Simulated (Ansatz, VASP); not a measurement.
## Two plane-wave programs on BiW

```
CELL_PARAMETERS angstrom
0.00000 2.81962 2.81962
2.81962 0.00000 2.81962
2.81962 2.81962 0.00000
ATOMIC_POSITIONS crystal
W 0.00000 0.00000 0.00000
Bi 0.50000 0.50000 0.50000
```

Alike in both runs: functional PBEsol; k mesh 11 × 11 × 11; occupations fermi-dirac, width 0.05 eV; no spin polarisation.

Ansatz relaxed the structure, and its values are those at the end. VASP's run is a single point on that final structure, the one shown.

|  | VASP | Ansatz |
| --- | --- | --- |
| version | VASP 6.6.1 | Ansatz 0.2.0 |
| potentials or method | VASP PAW PBE potentials, release 64 (W_sv, Bi_d) | PAW with Ansatz's default frozen-core files, scalar-relativistic |
| plane-wave cutoff (eV) | 520 | 420 |
| valence electrons in the cell | 29 | 29 |

Ansatz gave:

* pressure (GPa): 0.0

Task: Estimate VASP's values.

Result: Pressure (GPa): 0.1.

VASP's potentials were made for PBE, not for PBEsol. The functional is the same, so the differences come from potentials, cutoffs and numerics.

Spin-orbit coupling is off throughout.
